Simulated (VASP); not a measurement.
# Hf (Im-3m) in VASP: further runs

The runs below take Hf through electric field gradients, with LDA.

All numbers are computed with VASP 6.6.1; they aren't measurements. Logs are shortened: lines on timing, memory, paths and dates and some standing lists are left out, and cuts for length are marked.

### 1 The cell of the first run

Symmetry: Im-3m, No. 229, cubic system. The conventional cell has a = 3.593 Å, b = 3.593 Å, c = 3.593 Å, α = 90.00°, β = 90.00°, γ = 90.00°. Hf (site symmetry m-3m) has 14 Hf at 3.11 to 3.59 Å within 4.1 Å.

### 2 Electric field gradients, LDA (volume scaled by 1.05)

File INCAR:

```
PREC     = Accurate       # precision mode
ENCUT    = 520            # plane-wave cutoff, eV
EDIFF    = 1E-8           # SCF threshold, eV
ISMEAR   = -1             # smearing method
SIGMA    = 0.05           # smearing width, eV
LREAL    = False          # projectors in reciprocal space
LASPH    = True           # aspherical terms in the spheres
NELM     = 60             # most SCF steps
ALGO     = Normal         # electronic algorithm
ISIF     = 2              # what is computed and relaxed
LWAVE    = False          # write WAVECAR
LCHARG   = False          # write CHGCAR
GGA      = CA             # functional
LEFG     = True         
NBANDS   = 11             # bands
```

File KPOINTS:

```
regular mesh
0
Gamma
  14 14 14
```

File POSCAR:

```
Hf
1.0
   -1.7964725258      1.7964725258      1.7964725258
    1.7964725258     -1.7964725258      1.7964725258
    1.7964725258      1.7964725258     -1.7964725258
Hf
1
Direct
    0.0000000000      0.0000000000      0.0000000000
```

Potentials or basis: VASP PAW LDA potentials, release 64 (Hf_pv).

Command:

```console
cat potpaw_LDA.64/Hf_pv/POTCAR > POTCAR
mpirun -np 1 vasp_std > vasp.out
```

OUTCAR:

```text
PREC = Accurate
   ENCUT = 520
   EDIFF = 1E-8
   ISMEAR = -1
   LREAL = False
   LASPH = True
   NELM = 60
   ISIF = 2
   GGA = CA

 ion  position               nearest neighbor table
   1  0.000  0.000  0.000-

  LATTYP: Found a body centered cubic cell.
 ALAT       =     3.5929450516

  Lattice vectors:

 A1 = (  -1.7964725258,   1.7964725258,   1.7964725258)
 A2 = (   1.7964725258,  -1.7964725258,   1.7964725258)
 A3 = (   1.7964725258,   1.7964725258,  -1.7964725258)

Analysis of symmetry for initial positions (statically):
=====================================================================
 Subroutine PRICEL returns:
 Original cell was already a primitive cell.

 Routine SETGRP: Setting up the symmetry group for a
 body centered cubic supercell.

 Subroutine GETGRP returns: Found 48 space group operations
 (whereof 48 operations were pure point group operations)
 out of a pool of 48 trial point group operations.

The static configuration has the point symmetry O_h .

Analysis of symmetry for dynamics (positions and initial velocities):
=====================================================================
 Subroutine PRICEL returns:
 Original cell was already a primitive cell.

 Routine SETGRP: Setting up the symmetry group for a
 body centered cubic supercell.

 Subroutine GETGRP returns: Found 48 space group operations
 (whereof 48 operations were pure point group operations)
 out of a pool of 48 trial point group operations.

The dynamic configuration has the point symmetry O_h .

 Subroutine INISYM returns: Found 48 space group operations
 (whereof 48 operations are pure point group operations),
 and found     1 'primitive' translations

----------------------------------------------------------------------------------------

                                     Primitive cell

  volume of cell :      23.1911

  direct lattice vectors                    reciprocal lattice vectors
    -1.796472526  1.796472526  1.796472526     0.000000000  0.278323210  0.278323210
     1.796472526 -1.796472526  1.796472526     0.278323210  0.000000000  0.278323210
     1.796472526  1.796472526 -1.796472526     0.278323210  0.278323210  0.000000000

  length of vectors
[... 113 lines left out ...]
  volume of cell :       23.19
 maximum number of plane-waves:       642
   NGX = 11   NGY = 11   NGZ = 11

 number of electron      10.0000002 magnetization

 Free energy of the ion-electron system (eV)
  ---------------------------------------------------
  ext. energy  EPLUGINS =         0.00000000
  ---------------------------------------------------
  free energy    TOTEN  =       -10.44625865 eV

  energy without entropy =      -10.42873518  energy(sigma->0) =      -10.43749692

 E-fermi :   4.1926     XC(G=0): -11.3071

 val. band max:        4.1803328449   @ k =  -0.2857   0.3571   0.0714
 cond. band min:       4.2070916161   @ k =   0.2857   0.2143   0.0000
 fundamental gap:      0.0267587712
 Fermi energy:         4.1926232747

 k-point     1 :       0.0000    0.0000    0.0000
  band No.  band energies     occupation
      1     -25.6025      2.00000
      2     -25.6025      2.00000
      3     -25.6025      2.00000
      4      -2.6528      2.00000
      5       5.6170      0.00000
      6       5.6170      0.00000
      7       5.6170      0.00000
      8       8.3050      0.00000
      9       8.3050      0.00000
     10      16.3885      0.00000
     11      17.4061      0.00000
[... 309 lines left out ...]
 k-point    24 :       0.3571    0.2857    0.0000
  band No.  band energies     occupation
      1     -26.1697      2.00000
      2     -26.0565      2.00000
      3     -25.6947      2.00000
      4       2.5728      2.00000
      5       3.6237      1.99998
      6       3.9023      1.99401
      7       8.4262      0.00000
      8       8.9001      0.00000
      9      11.2975      0.00000
     10      13.7804      0.00000
     11      15.1877      0.00000

 [... further k-points ...]
[... 5 lines left out ...]
  --------------------------------------------------------------------------------------
  -------------------------------------------------------------------------------------
  Total       -1.6960018     -1.6960018     -1.6960018      0.0000000      0.0000000     -0.0000000
  in kB     -117.1696608   -117.1696608   -117.1696608      0.0000000      0.0000000     -0.0000000
  external PRESSURE =    -117.1696608 kB  Pullay stress =       0.0000000 kB

 VOLUME and BASIS-vectors are now :
 -----------------------------------------------------------------------------
  energy-cutoff  :      520.00
  volume of cell :       23.19
      direct lattice vectors                 reciprocal lattice vectors
    -1.796472526  1.796472526  1.796472526     0.000000000  0.278323210  0.278323210
     1.796472526 -1.796472526  1.796472526     0.278323210  0.000000000  0.278323210
     1.796472526  1.796472526 -1.796472526     0.278323210  0.278323210  0.000000000

 POSITION                                       TOTAL-FORCE (eV/Angst)
 -----------------------------------------------------------------------------------
      0.00000      0.00000      0.00000        -0.000000      0.000000     -0.000000
 -----------------------------------------------------------------------------------
    total drift:                                0.000000      0.000000     -0.000000

  FREE ENERGIE OF THE ION-ELECTRON SYSTEM (eV)
  ---------------------------------------------------
  free  energy   TOTEN  =       -10.4462586465 eV

  energy  without entropy=      -10.4287351838  energy(sigma->0) =      -10.43749692

 Electric field gradients (V/A^2)
---------------------------------------------------------------------
 ion       V_xx      V_yy      V_zz      V_xy      V_xz      V_yz
---------------------------------------------------------------------
   1       0.000     0.000    -0.000    -0.000    -0.000    -0.000
---------------------------------------------------------------------

 Electric field gradients after diagonalization (V/A^2)
 (convention: |V_zz| > |V_xx| > |V_yy|)
----------------------------------------------------------------------
 ion       V_xx      V_yy      V_zz     asymmetry (V_yy - V_xx)/ V_zz
----------------------------------------------------------------------
   1       0.000     0.000    -0.001       0.000
----------------------------------------------------------------------

           NMR quadrupolar parameters

 Cq : quadrupolar parameter    Cq=e*Q*V_zz/h
 eta: asymmetry parameters     (V_yy - V_xx)/ V_zz
 Q  : nuclear electric quadrupole moment in mb (millibarn)
----------------------------------------------------------------------
 ion       Cq(MHz)       eta       Q (mb)
----------------------------------------------------------------------
   1      -0.000       0.000       1.000
----------------------------------------------------------------------
```

OSZICAR:

```text
N       E                     dE             d eps       ncg     rms          rms(c)
DAV:   1     0.122106940393E+02    0.12211E+02   -0.55682E+03  2304   0.827E+02
DAV:   2    -0.103892568076E+02   -0.22600E+02   -0.21900E+02  2848   0.154E+02
DAV:   3    -0.108374757245E+02   -0.44822E+00   -0.44118E+00  2855   0.149E+01
DAV:   4    -0.108394030868E+02   -0.19274E-02   -0.19268E-02  2630   0.116E+00
DAV:   5    -0.108394164016E+02   -0.13315E-04   -0.13314E-04  2841   0.792E-02    0.434E+01
DAV:   6    -0.105424158503E+02    0.29700E+00   -0.25429E-01  2525   0.348E+00    0.249E+01
DAV:   7    -0.104506581906E+02    0.91758E-01   -0.32164E-01  2552   0.377E+00    0.103E+00
DAV:   8    -0.104462534061E+02    0.44048E-02   -0.22022E-02  2495   0.105E+00    0.365E-01
DAV:   9    -0.104462586836E+02   -0.52775E-05   -0.52958E-04  2978   0.161E-01    0.394E-02
DAV:  10    -0.104462601037E+02   -0.14201E-05   -0.30525E-05  2621   0.384E-02    0.192E-02
DAV:  11    -0.104462586446E+02    0.14591E-05   -0.49230E-06  2669   0.159E-02    0.189E-03
DAV:  12    -0.104462586465E+02   -0.18707E-08   -0.52916E-08  2895   0.214E-03
   1 F= -.10446259E+02 E0= -.10437497E+02  d E =-.175235E-01
```

Run time: 20 s. Hardware: 1 thread of Intel Xeon 8259CL, shared host; peak memory 0.15 GiB.

What came out:

- Free energy: -10.4463 eV
- Pressure: -11.7 GPa
- Band gap on the k mesh: zero (band 5 reaches 5.62 eV, above the bottom of band 6 at 3.49 eV)

Caveat: without QUAD_EFG the Cq values of the log hold for a quadrupole moment of 1 mb, not for the nuclei; spin-orbit coupling is left out, which moves the levels of the heavy elements.

### 3 Electric field gradients, LDA (volume scaled by 1.05)

File INCAR:

```
PREC = Accurate
ENCUT = 520
EDIFF = 1E-8
ISMEAR = -1
SIGMA = 0.05
LREAL = False
LASPH = True
NELM = 80
ALGO = Normal
ISIF = 2
LWAVE = False
LCHARG = False
LEFG = True
NBANDS = 11
```

KPOINTS is that of step 2.

POSCAR is that of step 2.

Potentials or basis: VASP PAW LDA potentials, release 64 (Hf_pv).

Command:

```console
cat potpaw_LDA.64/Hf_pv/POTCAR > POTCAR
mpirun -np 1 vasp_std > vasp.out
```

OUTCAR:

```text
PREC = Accurate
   ENCUT = 520
   EDIFF = 1E-8
   ISMEAR = -1
   LREAL = False
   LASPH = True
   NELM = 80
   ISIF = 2

 ion  position               nearest neighbor table
   1  0.000  0.000  0.000-

  LATTYP: Found a body centered cubic cell.
 ALAT       =     3.5929450516

  Lattice vectors:

 A1 = (  -1.7964725258,   1.7964725258,   1.7964725258)
[... 541 lines left out ...]
 -----------------------------------------------------------------------------------
    total drift:                                0.000000      0.000000     -0.000000

  FREE ENERGIE OF THE ION-ELECTRON SYSTEM (eV)
  ---------------------------------------------------
  free  energy   TOTEN  =       -10.4462586465 eV

  energy  without entropy=      -10.4287351838  energy(sigma->0) =      -10.43749692

 Electric field gradients (V/A^2)
---------------------------------------------------------------------
 ion       V_xx      V_yy      V_zz      V_xy      V_xz      V_yz
---------------------------------------------------------------------
   1       0.000     0.000    -0.000    -0.000    -0.000    -0.000
---------------------------------------------------------------------

 Electric field gradients after diagonalization (V/A^2)
 (convention: |V_zz| > |V_xx| > |V_yy|)
----------------------------------------------------------------------
 ion       V_xx      V_yy      V_zz     asymmetry (V_yy - V_xx)/ V_zz
----------------------------------------------------------------------
   1       0.000     0.000    -0.001       0.000
----------------------------------------------------------------------

           NMR quadrupolar parameters

 Cq : quadrupolar parameter    Cq=e*Q*V_zz/h
 eta: asymmetry parameters     (V_yy - V_xx)/ V_zz
 Q  : nuclear electric quadrupole moment in mb (millibarn)
----------------------------------------------------------------------
 ion       Cq(MHz)       eta       Q (mb)
----------------------------------------------------------------------
   1      -0.000       0.000       1.000
----------------------------------------------------------------------
```

OSZICAR:

```text
N       E                     dE             d eps       ncg     rms          rms(c)
DAV:   1     0.122106940393E+02    0.12211E+02   -0.55682E+03  2304   0.827E+02
DAV:   2    -0.103892568076E+02   -0.22600E+02   -0.21900E+02  2848   0.154E+02
DAV:   3    -0.108374757245E+02   -0.44822E+00   -0.44118E+00  2855   0.149E+01
DAV:   4    -0.108394030868E+02   -0.19274E-02   -0.19268E-02  2630   0.116E+00
DAV:   5    -0.108394164016E+02   -0.13315E-04   -0.13314E-04  2841   0.792E-02    0.434E+01
DAV:   6    -0.105424158503E+02    0.29700E+00   -0.25429E-01  2525   0.348E+00    0.249E+01
DAV:   7    -0.104506581906E+02    0.91758E-01   -0.32164E-01  2552   0.377E+00    0.103E+00
DAV:   8    -0.104462534061E+02    0.44048E-02   -0.22022E-02  2495   0.105E+00    0.365E-01
DAV:   9    -0.104462586836E+02   -0.52775E-05   -0.52958E-04  2978   0.161E-01    0.394E-02
DAV:  10    -0.104462601037E+02   -0.14201E-05   -0.30525E-05  2621   0.384E-02    0.192E-02
DAV:  11    -0.104462586446E+02    0.14591E-05   -0.49230E-06  2669   0.159E-02    0.189E-03
DAV:  12    -0.104462586465E+02   -0.18707E-08   -0.52916E-08  2895   0.214E-03
   1 F= -.10446259E+02 E0= -.10437497E+02  d E =-.175235E-01
```

Run time: 18 s. Hardware: 1 thread of Intel Xeon 8259CL, shared host; peak memory 0.15 GiB.

Results:

| Item | Value |
| --- | --- |
| Free energy | -10.4463 eV |
| Pressure | -11.7 GPa |
| Band gap on the k mesh | zero (band 5 reaches 5.62 eV, above the bottom of band 6 at 3.49 eV) |

Caveat: without QUAD_EFG the Cq values of the log hold for a quadrupole moment of 1 mb, not for the nuclei; spin-orbit coupling is left out, which moves the levels of the heavy elements.
